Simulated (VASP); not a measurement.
A run of VASP 6.6.1:

File INCAR:

```
PREC     = Accurate       # precision mode
ENCUT    = 520            # plane-wave cutoff, eV
EDIFF    = 1E-6           # SCF threshold, eV
ISMEAR   = -1             # smearing method
SIGMA    = 0.05           # smearing width, eV
LREAL    = False          # projectors in reciprocal space
LASPH    = True           # aspherical terms in the spheres
NELM     = 60             # most SCF steps
ALGO     = Normal         # electronic algorithm
ISIF     = 2              # what is computed and relaxed
LWAVE    = False          # write WAVECAR
LCHARG   = False          # write CHGCAR
GGA      = CA             # functional
NBANDS   = 10             # bands
```

File KPOINTS:

```
regular mesh
0
Gamma
  7 7 7
```

File POSCAR:

```
K
1.0
   -2.7504652529      2.7504652529      2.7504652529
    2.7504652529     -2.7504652529      2.7504652529
    2.7504652529      2.7504652529     -2.7504652529
K
1
Direct
    0.0000000000      0.0000000000      0.0000000000
```

Potentials or basis: VASP PAW LDA potentials, release 64 (K_sv).

Launch:

```console
$ cat potpaw_LDA.64/K_sv/POTCAR > POTCAR
$ mpirun -np 1 vasp_std > vasp.out
```

Hardware: 1 thread of AMD EPYC 7R43 64-Core Processor (Zen 3), on a shared host.

Question: Estimate the wall time of this run.

Answer: Wall time 18 s on 1 thread of AMD EPYC 7R43 64-Core Processor (Zen 3) (shared host), peak memory 0.13 GiB. Counts: scf iterations 10, k points 20.
